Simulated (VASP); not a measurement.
# Si62C (a cell with a defect) in VASP: further runs

The runs below take Si62C (a cell with a defect) through single point, with PBEsol.

All numbers are computed with VASP 6.6.1; they aren't measurements. Logs are shortened: lines on timing, memory, paths and dates and some standing lists are left out, and cuts for length are marked.

### Step 1. The cell of the first run

The cell holds a defect, 63 atoms: a = 10.860 Å, b = 10.860 Å, c = 10.860 Å, α = 90.00°, β = 90.00°, γ = 90.00°.

### Step 2. Single point, PBEsol

INCAR reads:

```
SYSTEM = Si62C
PREC     = Accurate       ! precision mode
ENCUT    = 520            ! plane-wave cutoff, eV
EDIFF    = 1E-6           ! SCF threshold, eV
ISMEAR   = -1             ! smearing method
SIGMA    = 0.02           ! smearing width, eV
LREAL    = Auto         
LASPH    = .True.         ! aspherical terms in the spheres
NELM     = 100            ! most SCF steps
ALGO     = Normal         ! electronic algorithm
ISIF     = 2              ! what is computed and relaxed
LWAVE    = .False.        ! write WAVECAR
LCHARG   = .True.         ! write CHGCAR
GGA      = PS             ! functional
LELF     = .True.         ! ELF
LVHAR    = .True.       
NBANDS   = 163            ! bands
```

KPOINTS reads:

```
Automatic mesh
0
Gamma
  1 1 1
  0 0 0
```

POSCAR reads:

```
Si62C
1.0
   10.8600000000      0.0000000000      0.0000000000
    0.0000000000     10.8600000000      0.0000000000
    0.0000000000      0.0000000000     10.8600000000
Si C
62 1
Direct
    0.4985145498      0.0050260560      0.0022882164
    0.6250990953      0.1293049156      0.1258374463
    0.7499165491      0.2563302424     -0.0062012374
    0.8756109768      0.3744738929      0.1240514358
    0.7512362238     -0.0011733227      0.2496774319
    0.8760524085      0.1252469162      0.3758826368
   -0.0032334087      0.0052246071     -0.0042370896
    0.1251343917      0.1249136106      0.1237226442
    0.2448641032      0.2532717076     -0.0041931351
    0.3762278021      0.3729799101      0.1246636244
    0.4988573641      0.5052802867      0.0016139407
    0.6230356157      0.6269195723      0.1309581356
    0.7446839459      0.7512949716      0.0018480814
    0.8771269201      0.8739608162      0.1247528315
    0.2508836207     -0.0007470704      0.2499852413
    0.3770905724      0.1249601620      0.3757099808
    0.5050766993      0.2531905325      0.2558855312
    0.6351230821      0.3755554383      0.3849452603
    0.7508544815      0.4992437941      0.2507203869
    0.8744516907      0.6149540267      0.3850763783
    0.5050418473      0.0050604437      0.5038755861
    0.6351391646      0.1341224272      0.6261540552
    0.7772844495      0.2616181851      0.5122837513
    0.7508633029      0.0000403623      0.7499725874
    0.8745331944      0.1343119755      0.8656709877
   -0.0058828219      0.4999893999     -0.0059641582
    0.1208605857      0.6250620566      0.1260164720
    0.2450198495      0.7516894748      0.0024231131
    0.3751806830      0.8750203838      0.1258102231
    0.0016889634      0.2483133981      0.2496635862
    0.1248526547      0.3740187135      0.3757631243
    0.2513240164      0.4988327489      0.2496467118
    0.3751010684      0.6250411207      0.3801527028
    0.4985952130      0.7514488743      0.2556874133
    0.6251008812      0.8749072726      0.3801485979
    0.0017537071     -0.0008607290      0.4988964709
    0.1249751388      0.1250077968      0.6247494448
    0.2507824402      0.2482809609      0.4989202251
    0.3764841349      0.3743555618      0.6249697164
    0.5068284919      0.5000092888      0.5069919900
    0.6281470097      0.6215100961      0.6429345390
    0.7499044765      0.7430153139      0.5072449033
    0.8756516961      0.8735150897      0.6250212371
    0.2513831091     -0.0012208946      0.7495604696
    0.3748699148      0.1292602601      0.8758895276
    0.5063787260      0.2558133956      0.7504934132
    0.6268396396      0.3909594418      0.8729554960
    0.8599499778      0.6237144290      0.8738555331
   -0.0032187723      0.7449580388      0.2559516857
    0.1251458775      0.8729742837      0.3756363474
   -0.0115291122      0.4726835600      0.5121794135
    0.1159451669      0.6148953611      0.6260611042
    0.2449600134      0.7450639930      0.5039213319
    0.3763547577      0.8737603158      0.6238114562
   -0.0114134802      0.2614178272      0.7233375901
    0.1158626897      0.3754022864      0.8655966983
    0.2500260831      0.4992406913      0.7499558429
    0.3695336060      0.6271676603      0.8778120092
    0.4991811595      0.7507329928      0.7559114672
    0.6229340820      0.8803752527      0.8776494173
   -0.0056043393      0.7437200097      0.7504651276
    0.1209076024      0.8753073379      0.8758583995
    0.9124622668      0.3375930756      0.5883278471
```

Potentials or basis: VASP PAW PBE potentials, release 64 (Si, C).

On the command line:

```sh
$ cat potpaw_PBE.64/Si/POTCAR potpaw_PBE.64/C/POTCAR > POTCAR
$ mpirun -np 1 vasp_gam > vasp.out
```

OUTCAR:

```text
SYSTEM = Si62C
   PREC = Accurate
   ENCUT = 520
   EDIFF = 1E-6
   ISMEAR = -1
   LREAL = Auto
   LASPH = .True.
   NELM = 100
   ISIF = 2
   GGA = PS

 ion  position               nearest neighbor table
   1  0.499  0.005  0.002-  60 2.34  45 2.35   2 2.35  29 2.36
   2  0.625  0.129  0.126-  17 2.35   1 2.35   5 2.39   3 2.41
   3  0.750  0.256  0.994-   4 2.35  25 2.35  47 2.38   2 2.41
   4  0.876  0.374  0.124-  26 2.35   3 2.35  19 2.36  30 2.37
   5  0.751  0.999  0.250-  14 2.36   6 2.37   2 2.39  35 2.39
   6  0.876  0.125  0.376-  36 2.35  30 2.35  23 2.35   5 2.37
[... 32 lines left out ...]
  39  0.376  0.374  0.625-  46 2.35  40 2.35  57 2.36  38 2.37
  40  0.507  0.500  0.507-  39 2.35  18 2.35  41 2.38  33 2.41
  41  0.628  0.622  0.643-  59 2.33  40 2.38  42 2.38
  42  0.750  0.743  0.507-  43 2.35  20 2.35  41 2.38  35 2.41
  43  0.876  0.874  0.625-  61 2.35  42 2.35  24 2.36  36 2.37
  44  0.251  0.999  0.750-  54 2.36  37 2.37  62 2.38  45 2.39
  45  0.375  0.129  0.876-   9 2.35   1 2.35  44 2.39  46 2.40
  46  0.506  0.256  0.750-  39 2.35  22 2.35  47 2.37  45 2.40
  47  0.627  0.391  0.873-  11 2.33  46 2.37   3 2.38
  48  0.860  0.624  0.874-  13 2.33  61 2.37  26 2.37
  49  0.997  0.745  0.256-  27 2.35  50 2.36  14 2.38  20 2.39
  50  0.125  0.873  0.376-  36 2.34  53 2.36  49 2.36  15 2.37
  51  0.988  0.473  0.512-  63 1.88  31 2.35  20 2.41  52 2.41
  52  0.116  0.615  0.626-  57 2.35  61 2.35  53 2.39  51 2.41
  53  0.245  0.745  0.504-  33 2.35  50 2.36  54 2.38  52 2.39
  54  0.376  0.874  0.624-  44 2.36  59 2.37  21 2.38  53 2.38
  55  0.989  0.261  0.723-  63 1.88  37 2.35  25 2.41  56 2.41
  56  0.116  0.375  0.866-  57 2.35  26 2.35   9 2.39  55 2.41
  57  0.250  0.499  0.750-  52 2.35  56 2.35  58 2.35  39 2.36
  58  0.370  0.627  0.878-  28 2.34  11 2.35  59 2.35  57 2.35
  59  0.499  0.751  0.756-  41 2.33  58 2.35  60 2.35  54 2.37
  60  0.623  0.880  0.878-   1 2.34  13 2.35  59 2.35  24 2.35
  61  0.994  0.744  0.750-  43 2.35  52 2.35  48 2.37  62 2.41
  62  0.121  0.875  0.876-   7 2.35  28 2.35  44 2.38  61 2.41
  63  0.912  0.338  0.588-  55 1.88  51 1.88  23 1.88

  LATTYP: Found a simple cubic cell.
 ALAT       =    10.8600000000

  Lattice vectors:

 A1 = (  10.8600000000,   0.0000000000,   0.0000000000)
 A2 = (   0.0000000000,  10.8600000000,   0.0000000000)
 A3 = (   0.0000000000,   0.0000000000,  10.8600000000)

Analysis of symmetry for initial positions (statically):
=====================================================================
 Subroutine PRICEL returns:
 Original cell was already a primitive cell.

 Routine SETGRP: Setting up the symmetry group for a
 simple cubic supercell.

 Subroutine GETGRP returns: Found  1 space group operations
 (whereof  1 operations were pure point group operations)
 out of a pool of 48 trial point group operations.

The static configuration has the point symmetry C_1 .

Analysis of symmetry for dynamics (positions and initial velocities):
=====================================================================
 Subroutine PRICEL returns:
 Original cell was already a primitive cell.

 Routine SETGRP: Setting up the symmetry group for a
 simple cubic supercell.

 Subroutine GETGRP returns: Found  1 space group operations
 (whereof  1 operations were pure point group operations)
 out of a pool of 48 trial point group operations.

The dynamic configuration has the point symmetry C_1 .

 Subroutine INISYM returns: Found  1 space group operations
 (whereof  1 operations are pure point group operations),
 and found     1 'primitive' translations

----------------------------------------------------------------------------------------

                                     Primitive cell

  volume of cell :    1280.8241

  direct lattice vectors                    reciprocal lattice vectors
    10.860000000  0.000000000  0.000000000     0.092081031  0.000000000  0.000000000
     0.000000000 10.860000000  0.000000000     0.000000000  0.092081031  0.000000000
[... 46 lines left out ...]
   TEBEG  =    0.0;   TEEND  =   0.0 temperature during run
   PSTRESS=    0.0 pullay stress
   NELECT =     252.0000    total number of electrons
   NUPDOWN=      -1.0000    fix difference up-down
   EMIN   =  10.00;   EMAX   =-10.00  energy-range for DOS
   EFERMI =   0.00;   METHOD = LEGACY
   ISMEAR =    -1;   SIGMA  =   0.02  broadening in eV -4-tet -1-fermi 0-gaus
   EFERMI_NEDOS =   21; number of points for ismear=-14 and -15
   IALGO  =     38    algorithm
   IMIX   =      4    mixing-type and parameters
     AMIX     =   0.40;   BMIX     =  1.00
     AMIX_MAG =   1.60;   BMIX_MAG =  1.00
  volume/ion in A,a.u.               =      20.33       137.20
  Fermi-wavevector in a.u.,A,eV,Ry     =   0.952164  1.799329 12.335269  0.906617
  Thomas-Fermi vector in A             =   2.080702
   LORBIT       =      0    0 simple, 1 ext, 2 COOP (PROOUT), +10 PAW based schemes
   GGA     = PS    functional components
   LHFCALC =     F    Hartree Fock is set to
   AEXX    =    0.0000 exact exchange contribution
   IVDW    =     0    specifies the selected vdW correction
   LEPSILON=     F    determine dielectric tensor
   LRPA    =     F    only Hartree local field effects (RPA)
 non-spin polarized calculation
  energy-cutoff  :      520.00
  volume of cell :     1280.82
 maximum number of plane-waves:     17229
 NGX is ok and might be reduce to    84
   NGX = 41   NGY = 41   NGZ = 41

 number of electron     251.9999988 magnetization

 Free energy of the ion-electron system (eV)
  ---------------------------------------------------
  ext. energy  EPLUGINS =         0.00000000
  ---------------------------------------------------
  free energy    TOTEN  =      -355.29542055 eV

  energy without entropy =     -355.29443599  energy(sigma->0) =     -355.29492827

 E-fermi :   5.9626     XC(G=0):  -9.4519

 val. band max:        5.8336014177   @ k =   0.0000   0.0000   0.0000
 cond. band min:       6.1023815683   @ k =   0.0000   0.0000   0.0000
 fundamental gap:      0.2687801506
 Fermi energy:         5.9626407860

 k-point     1 :       0.0000    0.0000    0.0000
  band No.  band energies     occupation
      1      -6.6920      2.00000
      2      -6.1189      2.00000
      3      -5.2638      2.00000
      4      -5.2632      2.00000
      5      -5.2456      2.00000
      6      -5.2431      2.00000
[... 130 lines left out ...]
    137       6.6531      0.00000
    138       6.8093      0.00000
 [bands above 138 left out]

------------------------ aborting loop because EDIFF is reached ----------------------------------------

  FORCE on cell =-STRESS in cart. coord.  units (eV):
  Direction    XX          YY          ZZ          XY          YZ          ZX
  --------------------------------------------------------------------------------------
  -------------------------------------------------------------------------------------
  Total       -7.0704954     -7.2144783     -7.3909767     -8.3722559      8.3914367     -8.3895206
  in kB       -8.8444524     -9.0245601     -9.2453411    -10.4728190     10.4968122    -10.4944155
  external PRESSURE =      -9.0381179 kB  Pullay stress =       0.0000000 kB

 VOLUME and BASIS-vectors are now :
 -----------------------------------------------------------------------------
  energy-cutoff  :      520.00
  volume of cell :     1280.82
      direct lattice vectors                 reciprocal lattice vectors
    10.860000000  0.000000000  0.000000000     0.092081031  0.000000000  0.000000000
     0.000000000 10.860000000  0.000000000     0.000000000  0.092081031  0.000000000
     0.000000000  0.000000000 10.860000000     0.000000000  0.000000000  0.092081031

 POSITION                                       TOTAL-FORCE (eV/Angst)
 -----------------------------------------------------------------------------------
      5.41387      0.05458      0.02485         0.002188      0.002172     -0.000258
      6.78858      1.40425      1.36659         0.000526     -0.001806      0.005354
      8.14409      2.78375     10.79265        -0.001221     -0.005489      0.000551
      9.50914      4.06679      1.34720         0.004584     -0.007840      0.002176
      8.15843     10.84726      2.71150        -0.000289     -0.000418     -0.003839
      9.51393      1.36018      4.08209        -0.000244     -0.000581     -0.002429
[... 55 lines left out ...]
      1.31306      9.50584      9.51182         0.001752      0.006674      0.000874
      9.90934      3.66626      6.38924        -0.001756      0.001943      0.005442
 -----------------------------------------------------------------------------------
    total drift:                               -0.006703     -0.001796     -0.004622

  FREE ENERGIE OF THE ION-ELECTRON SYSTEM (eV)
  ---------------------------------------------------
  free  energy   TOTEN  =      -355.2954205538 eV

  energy  without entropy=     -355.2944359918  energy(sigma->0) =     -355.29492827
```

Run time: 11 min. Hardware: 1 thread of AMD EPYC 7R13, shared host; peak memory 1 GiB.

What came out:

* Free energy: -355.2954 eV
* Pressure: -0.9 GPa
* Largest force: 0.025 eV/Å
* Band gap on the k mesh: 0.27 eV

Forces on the atoms (eV/Å):
```
Si   0.002  0.002  0.000
Si   0.001 -0.002  0.005
Si  -0.001 -0.005  0.001
Si   0.005 -0.008  0.002
Si   0.000  0.000 -0.004
Si   0.000 -0.001 -0.002
Si   0.001  0.006  0.000
Si   0.005 -0.004  0.001
Si  -0.006 -0.002  0.000
Si   0.006 -0.004 -0.005
Si  -0.004  0.001  0.005
Si  -0.001  0.003  0.008
Si  -0.002  0.003  0.004
Si   0.004 -0.007 -0.007
Si  -0.001  0.001 -0.001
Si  -0.003 -0.003 -0.002
Si  -0.002  0.001  0.006
Si  -0.003  0.001  0.000
Si   0.000  0.001 -0.008
Si  -0.001  0.002 -0.003
Si  -0.002  0.007 -0.001
Si  -0.002  0.002 -0.001
Si  -0.020 -0.008 -0.006
Si   0.003 -0.009 -0.001
Si   0.001  0.002 -0.001
Si   0.006  0.003  0.002
Si   0.004 -0.003  0.003
Si  -0.005 -0.001 -0.001
Si   0.004 -0.005 -0.004
Si   0.001 -0.001  0.002
Si   0.000 -0.001 -0.003
Si   0.002  0.001 -0.004
Si  -0.003 -0.001  0.000
Si  -0.001  0.003  0.003
Si   0.000  0.003  0.001
Si   0.002 -0.001 -0.002
Si   0.006 -0.005  0.005
Si   0.001 -0.004 -0.004
Si  -0.005 -0.001 -0.001
Si   0.001  0.003 -0.005
Si   0.003 -0.006  0.013
Si  -0.003  0.000 -0.007
Si   0.003  0.003 -0.004
Si  -0.003  0.001  0.000
Si  -0.003 -0.001 -0.001
Si   0.000 -0.008  0.003
Si   0.009  0.013 -0.007
Si  -0.011 -0.008 -0.008
Si  -0.001  0.005  0.007
Si   0.004  0.003 -0.003
Si   0.008  0.021 -0.004
Si  -0.003 -0.001  0.002
Si  -0.004  0.004 -0.003
Si   0.006 -0.007 -0.007
Si   0.006 -0.006  0.023
Si  -0.002  0.002  0.000
Si   0.008 -0.005 -0.002
Si  -0.006  0.001  0.000
Si  -0.006  0.003  0.000
Si  -0.002  0.009  0.005
Si   0.005 -0.001  0.003
Si   0.002  0.007  0.001
C   -0.002  0.002  0.005
```

Levels at points of the mesh, in eV from the valence-band top:
| k point | band 123 | band 124 | band 125 | band 126 | band 127 | band 128 | band 129 | band 130 |
| --- | --- | --- | --- | --- | --- | --- | --- | --- |
| (0.00, 0.00, 0.00) | -0.80 | -0.52 | -0.52 | 0.00 | 0.27 | 0.28 | 0.38 | 0.38 |

Caveat: the k points lie up to 0.58 Å⁻¹ apart; the PAW data sets were made with another functional, which shifts forces and pressure a little.

(Part 1 of 2 ends here.)
